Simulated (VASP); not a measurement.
# CsMgBiO3 (R3m) in VASP: settings compared, part 2 of 2

VASP 6.6.1. The steps go on from the part before.

### 3 Single point, PBEsol

This run uses another cell than the first one, of 22.88 Å³/atom.

Input file INCAR:

```
ALGO = Normal ; EDIFF = 1E-6
ENCUT = 840 ; GGA = PS
GGA_COMPAT = False ; ISIF = 2
ISMEAR = -1 ; LASPH = True
LCHARG = False ; LREAL = False
LWAVE = False ; NBANDS = 35
NELM = 120 ; PREC = Accurate
SIGMA = 0.01
```

Input file KPOINTS:

```
k-points
0
Gamma
  4 4 4
```

Input file POSCAR:

```
CsMgBiO3
1.0
    3.1807957088      1.8364332587      3.9175686275
   -3.1807957088      1.8364332587      3.9175686275
    0.0000000000     -3.6728665174      3.9175686275
Cs Mg Bi O
1 1 1 3
Direct
    0.8955504088      0.8955504088      0.8955504088
    0.3124243147      0.3124243147      0.3124243147
    0.5699976558      0.5699976558      0.5699976558
    0.4956070755      0.9806079598      0.4956070755
    0.4956070755      0.4956070755      0.9806079598
    0.9806079598      0.4956070755      0.4956070755
```

Potentials or basis: VASP PAW PBE potentials, release 64 (Cs_sv, Mg_sv, Bi_d, O).

The run is started by

```
> cat potpaw_PBE.64/Cs_sv/POTCAR potpaw_PBE.64/Mg_sv/POTCAR potpaw_PBE.64/Bi_d/POTCAR potpaw_PBE.64/O/POTCAR > POTCAR
> mpirun -np 1 vasp_std > vasp.out
```

OUTCAR:

```text
EDIFF = 1E-6
   ENCUT = 840
   GGA = PS
   ISIF = 2
   ISMEAR = -1
   LASPH = True
   LREAL = False
   NELM = 120
   PREC = Accurate

 ion  position               nearest neighbor table
   1  0.896  0.896  0.896-
   2  0.312  0.312  0.312-   5 1.90   4 1.90   6 1.90   3 3.03
   3  0.570  0.570  0.570-   5 2.06   4 2.06   6 2.06   2 3.03
   4  0.496  0.981  0.496-   2 1.90   3 2.06
   5  0.496  0.496  0.981-   2 1.90   3 2.06
   6  0.981  0.496  0.496-   2 1.90   3 2.06

  LATTYP: Found a trigonal (rhomboedric) cell.
 ALAT       =     5.3700365367
 COS(alpha) =     0.2983071227

  Lattice vectors:

 A1 = (   3.1807957088,   1.8364332587,   3.9175686275)
 A2 = (  -3.1807957088,   1.8364332587,   3.9175686275)
 A3 = (   0.0000000000,  -3.6728665174,   3.9175686275)

Analysis of symmetry for initial positions (statically):
=====================================================================
 Subroutine PRICEL returns:
 Original cell was already a primitive cell.

 Routine SETGRP: Setting up the symmetry group for a
 trigonal (rhombohedral) supercell.

 Subroutine GETGRP returns: Found  6 space group operations
 (whereof  6 operations were pure point group operations)
 out of a pool of 12 trial point group operations.

The static configuration has the point symmetry C_3v.

Analysis of symmetry for dynamics (positions and initial velocities):
=====================================================================
 Subroutine PRICEL returns:
 Original cell was already a primitive cell.

 Routine SETGRP: Setting up the symmetry group for a
 trigonal (rhombohedral) supercell.

 Subroutine GETGRP returns: Found  6 space group operations
 (whereof  6 operations were pure point group operations)
 out of a pool of 12 trial point group operations.

The dynamic configuration has the point symmetry C_3v.

 Subroutine INISYM returns: Found  6 space group operations
 (whereof  6 operations are pure point group operations),
 and found     1 'primitive' translations

----------------------------------------------------------------------------------------

                                     Primitive cell

  volume of cell :     137.3026

  direct lattice vectors                    reciprocal lattice vectors
     3.180795709  1.836433259  3.917568628     0.157193371  0.090755635  0.085086789
    -3.180795709  1.836433259  3.917568628    -0.157193371  0.090755635  0.085086789
     0.000000000 -3.672866517  3.917568628     0.000000000 -0.181511270  0.085086789

  length of vectors
     5.370036537  5.370036537  5.370036537     0.200464717  0.200464717  0.200464717

  position of ions in fractional coordinates (direct lattice)
     0.895550409  0.895550409  0.895550409
     0.312424315  0.312424315  0.312424315
     0.569997656  0.569997656  0.569997656
     0.495607075  0.980607960  0.495607075
     0.495607075  0.495607075  0.980607960
     0.980607960  0.495607075  0.495607075

  ion indices of the primitive-cell ions
   primitive index   ion index
                 1           1
                 2           2
[... 22 lines left out ...]

  Shift w.r.t. Gamma in fractional coordinates (k-lattice)
     0.000000000  0.000000000  0.000000000

 Subroutine IBZKPT returns following result:
 ===========================================

 Found     13 irreducible k-points:

 Following reciprocal coordinates:
            Coordinates               Weight
  0.000000  0.000000  0.000000      1.000000
  0.250000  0.000000  0.000000      6.000000
  0.500000  0.000000  0.000000      3.000000
  0.250000  0.250000  0.000000      6.000000
  0.500000  0.250000 -0.000000     12.000000
 -0.250000  0.250000  0.000000      6.000000
  0.500000  0.500000  0.000000      3.000000
  0.250000  0.250000  0.250000      2.000000
  0.500000  0.250000  0.250000      6.000000
 -0.250000  0.250000  0.250000      6.000000
  0.500000  0.500000  0.250000      6.000000
 -0.250000  0.500000  0.250000      6.000000
  0.500000  0.500000  0.500000      1.000000
   k-points           NKPTS =     13   k-points in BZ     NKDIM =     13   number of bands    NBANDS=     35
   number of dos      NEDOS =    301   number of ions     NIONS =      6
   total plane-waves  NPLWV = 157464
   dimension x,y,z NGX =    54 NGY =   54 NGZ =   54
   dimension x,y,z NGXF=   108 NGYF=  108 NGZF=  108
   ions per type =               1   1   1   3
   NGX,Y,Z   is equivalent  to a cutoff of  16.72, 16.72, 16.72 a.u.
   NGXF,Y,Z  is equivalent  to a cutoff of  33.43, 33.43, 33.43 a.u.
 SYSTEM =  unknown system
   PREC   = accura    normal or accurate (medium, high low for compatibility)
   ISTART =      0    job   : 0-new  1-cont  2-samecut
   ICHARG =      2    charge: 1-file 2-atom 10-const
   ISPIN  =      1    spin polarized calculation?
   LNONCOLLINEAR =      F non collinear calculations
   LSORBIT =      F    spin-orbit coupling
   LASPH  =      T    aspherical Exc in radial PAW
   ENCUT  =  840.0 eV  61.74 Ry    7.86 a.u.  12.69 12.69 12.69*2*pi/ulx,y,z
   NELM   =    120;   NELMIN=  2; NELMDL= -5     # of ELM steps
   EDIFF  = 0.1E-05   stopping-criterion for ELM
   LREAL  =      F    real-space projection
[... 7 lines left out ...]
   TEBEG  =    0.0;   TEEND  =   0.0 temperature during run
   PSTRESS=    0.0 pullay stress
   NELECT =      52.0000    total number of electrons
   NUPDOWN=      -1.0000    fix difference up-down
   EMIN   =  10.00;   EMAX   =-10.00  energy-range for DOS
   EFERMI =   0.00;   METHOD = LEGACY
   ISMEAR =    -1;   SIGMA  =   0.01  broadening in eV -4-tet -1-fermi 0-gaus
   EFERMI_NEDOS =   21; number of points for ismear=-14 and -15
   IALGO  =     38    algorithm
   IMIX   =      4    mixing-type and parameters
     AMIX     =   0.40;   BMIX     =  1.00
     AMIX_MAG =   1.60;   BMIX_MAG =  1.00
  volume/ion in A,a.u.               =      22.88       154.43
  Fermi-wavevector in a.u.,A,eV,Ry     =   1.184449  2.238284 19.087876  1.402919
  Thomas-Fermi vector in A             =   2.320663
   LORBIT       =      0    0 simple, 1 ext, 2 COOP (PROOUT), +10 PAW based schemes
   GGA     = PS    functional components
   LHFCALC =     F    Hartree Fock is set to
   AEXX    =    0.0000 exact exchange contribution
   IVDW    =     0    specifies the selected vdW correction
   LEPSILON=     F    determine dielectric tensor
   LRPA    =     F    only Hartree local field effects (RPA)
 non-spin polarized calculation
  energy-cutoff  :      840.00
  volume of cell :      137.30
 maximum number of plane-waves:      7609
 NGX is ok and might be reduce to    54
   NGX = 25   NGY = 25   NGZ = 25

 number of electron      52.0000004 magnetization

 Free energy of the ion-electron system (eV)
  ---------------------------------------------------
  ext. energy  EPLUGINS =         0.00000000
  ---------------------------------------------------
  free energy    TOTEN  =       -32.09760267 eV

  energy without entropy =      -32.09760267  energy(sigma->0) =      -32.09760267

 E-fermi :   1.9103     XC(G=0):  -8.6035

 val. band max:        1.4843129267   @ k =   0.5000   0.5000   0.5000
 cond. band min:       4.3347995162   @ k =   0.5000   0.5000   0.2500
 fundamental gap:      2.8504865895
 Fermi energy:         1.9103406003

 k-point     1 :       0.0000    0.0000    0.0000
  band No.  band energies     occupation
      1     -71.6699      2.00000
      2     -38.7510      2.00000
      3     -38.5751      2.00000
      4     -38.5751      2.00000
      5     -20.6617      2.00000
      6     -20.6617      2.00000
[... 483 lines left out ...]
     34       9.6839      0.00000
     35       9.6840      0.00000

------------------------ aborting loop because EDIFF is reached ----------------------------------------

  FORCE on cell =-STRESS in cart. coord.  units (eV):
  Direction    XX          YY          ZZ          XY          YZ          ZX
  --------------------------------------------------------------------------------------
  -------------------------------------------------------------------------------------
  Total        0.1691592      0.1691592      0.0533942      0.0000000      0.0000000     -0.0000000
  in kB        1.9739106      1.9739106      0.6230543      0.0000000      0.0000000     -0.0000000
  external PRESSURE =       1.5236252 kB  Pullay stress =       0.0000000 kB

 VOLUME and BASIS-vectors are now :
 -----------------------------------------------------------------------------
  energy-cutoff  :      840.00
  volume of cell :      137.30
      direct lattice vectors                 reciprocal lattice vectors
     3.180795709  1.836433259  3.917568628     0.157193371  0.090755635  0.085086789
    -3.180795709  1.836433259  3.917568628    -0.157193371  0.090755635  0.085086789
     0.000000000 -3.672866517  3.917568628     0.000000000 -0.181511270  0.085086789

 POSITION                                       TOTAL-FORCE (eV/Angst)
 -----------------------------------------------------------------------------------
      0.00000      0.00000     10.52514        -0.000000      0.000000      0.003047
      0.00000      0.00000      3.67183        -0.000000      0.000000      0.000960
      0.00000      0.00000      6.69901        -0.000000      0.000000     -0.083761
     -1.54269      0.89067      7.72475        -0.020092      0.011600      0.026584
      0.00000     -1.78134      7.72475        -0.000000     -0.023200      0.026584
      1.54269      0.89067      7.72475         0.020092      0.011600      0.026584
 -----------------------------------------------------------------------------------
    total drift:                               -0.000000      0.000000     -0.001844

  FREE ENERGIE OF THE ION-ELECTRON SYSTEM (eV)
  ---------------------------------------------------
  free  energy   TOTEN  =       -32.0976026697 eV

  energy  without entropy=      -32.0976026697  energy(sigma->0) =      -32.09760267
```

stdout:

```text
POSCAR found type information on POSCAR CsMgBiO
 POSCAR found :  4 types and       6 ions
 scaLAPACK will be used
 -----------------------------------------------------------------------------
|                                                                             |
|                                                                             |
|     You enforced a specific xc type in the INCAR file but a different       |
|     I HOPE YOU KNOW WHAT YOU ARE DOING!                                     |
|                                                                             |
 -----------------------------------------------------------------------------

 LDA part: xc-table for (Slater+PW92), standard interpolation
 POSCAR, INCAR and KPOINTS ok, starting setup
 FFT: planning ... GRIDC
 FFT: planning ... GRID_SOFT
 FFT: planning ... GRID
 WAVECAR not read
 entering main loop
```

Run time: 2.5 min. Hardware: 1 thread of Intel Xeon Platinum 8375C at 2.90GHz (Ice Lake), shared host; peak memory 0.45 GiB.

What came out:

```
Free energy            : -32.0976 eV
Pressure               : 0.2 GPa
Largest force          : 0.084 eV/Å
Band gap on the k mesh : 2.85 eV (least direct gap 2.90 eV)
```

Forces on the atoms (eV/Å):
```
Cs   0.000  0.000  0.003
Mg   0.000  0.000  0.001
Bi   0.000  0.000 -0.084
O   -0.020  0.012  0.027
O    0.000 -0.023  0.027
O    0.020  0.012  0.027
```

Stress tensor (GPa, compression positive):
```
0.20 0.00 0.00
0.00 0.20 0.00
0.00 0.00 0.06
```

Caveat: the PAW data sets were made with another functional, which shifts forces and pressure a little; spin-orbit coupling is left out, which moves the levels of the heavy elements. A k mesh can miss the band edges.

### 4 Single point, PBE+D4

This run uses another cell than the first one, of 23.12 Å³/atom.

Input file INCAR:

```
PREC = Accurate
ENCUT = 840
EDIFF = 1E-6
ISMEAR = -1
SIGMA = 0.01
LREAL = F
LASPH = T
NELM = 120
ALGO = Normal
ISIF = 2
LWAVE = F
LCHARG = T
GGA = PE
IVDW = 13
LELF = T
LVHAR = T
NBANDS = 35
GGA_COMPAT = F
```

Input file KPOINTS:

```
Automatic mesh
0
Gamma
  4 4 4
```

Input file POSCAR:

```
CsMgBiO3
1.0
    3.2070133348      1.8515700121      3.8938693345
   -3.2070133348      1.8515700121      3.8938693345
    0.0000000000     -3.7031400243      3.8938693345
Cs Mg Bi O
1 1 1 3
Direct
    0.9054137729      0.9054137729      0.9054137729
    0.3089325783      0.3089325783      0.3089325783
    0.5684074979      0.5684074979      0.5684074979
    0.4930513976      0.9809378459      0.4930513976
    0.4930513976      0.4930513976      0.9809378459
    0.9809378459      0.4930513976      0.4930513976
```

The run is started by

```
> cat potpaw_PBE.64/Cs_sv/POTCAR potpaw_PBE.64/Mg_sv/POTCAR potpaw_PBE.64/Bi_d/POTCAR potpaw_PBE.64/O/POTCAR > POTCAR
> mpirun -np 1 vasp_std > vasp.out
```

Wall time 96 s (1 thread of Intel Xeon 6975P-C (Granite Rapids), shared host); peak memory 0.48 GiB.

It converged, with:

* Free energy: -31.5246 eV
* Pressure: 0.1 GPa
* Largest force: 0.076 eV/Å
* Band gap on the k mesh: 2.79 eV
* Dispersion energy per atom: -0.157 eV

Forces on the atoms (eV/Å):
```
Cs   0.000  0.000  0.001
Mg   0.000  0.000 -0.001
Bi   0.000  0.000 -0.076
O   -0.012  0.007  0.025
O    0.000 -0.014  0.025
O    0.012  0.007  0.025
```

Stress tensor (GPa, compression positive):
```
0.19 0.00 0.00
0.00 0.19 0.00
0.00 0.00 0.04
```

Levels at points of the mesh, in eV from the valence-band top:
```tsv
k point	band 23	band 24	band 25	band 26	band 27	band 28	band 29	band 30
(0.00, 0.00, 0.00)	-1.61	-1.25	-1.25	-0.82	3.23	4.81	4.81	5.53
(0.50, 0.00, 0.00)	-1.61	-1.32	-1.15	-0.89	3.29	4.74	5.07	5.31
(0.50, 0.50, 0.00)	-1.50	-1.30	-1.06	-0.38	3.12	3.83	4.41	5.43
(0.50, 0.50, 0.50)	-1.21	-1.21	-0.76	0.00	2.79	2.99	2.99	4.42
```

Caveat: spin-orbit coupling is left out, which moves the levels of the heavy elements. A k mesh can miss the band edges.

### 5 Overview

| level | potentials or basis | cell | gap on the mesh (eV) | pressure (GPa) | largest force (eV/Å) |
| --- | --- | --- | --- | --- | --- |
| LDA | VASP PAW LDA potentials, release 64 (Cs_sv, Mg_sv, Bi_d, O) | a = 5.234 Å, angles 73.7°, 6 atoms, atomic positions A | 2.72 | 0.3 | 0.10 |
| PBEsol | VASP PAW PBE potentials, release 64 (Cs_sv, Mg_sv, Bi_d, O) | a = 5.370 Å, angles 72.6°, 6 atoms, atomic positions B | 2.85 | 0.2 | 0.08 |
| PBE+D4 | VASP PAW PBE potentials, release 64 (Cs_sv, Mg_sv, Bi_d, O) | a = 5.374 Å, angles 73.3°, 6 atoms, atomic positions C | 2.79 | 0.1 | 0.08 |

Alike in all rows: task single point; no spin polarisation; k mesh 4 × 4 × 4; cutoff (eV) 840; smearing fermi-dirac 0.01 eV.

Caveats: spin-orbit coupling is left out, which moves the levels of the heavy elements; the PAW data sets were made with another functional, which shifts forces and pressure a little (at least some runs).

Total energies depend on the potentials used, so only differences within one code and one set of settings carry meaning.
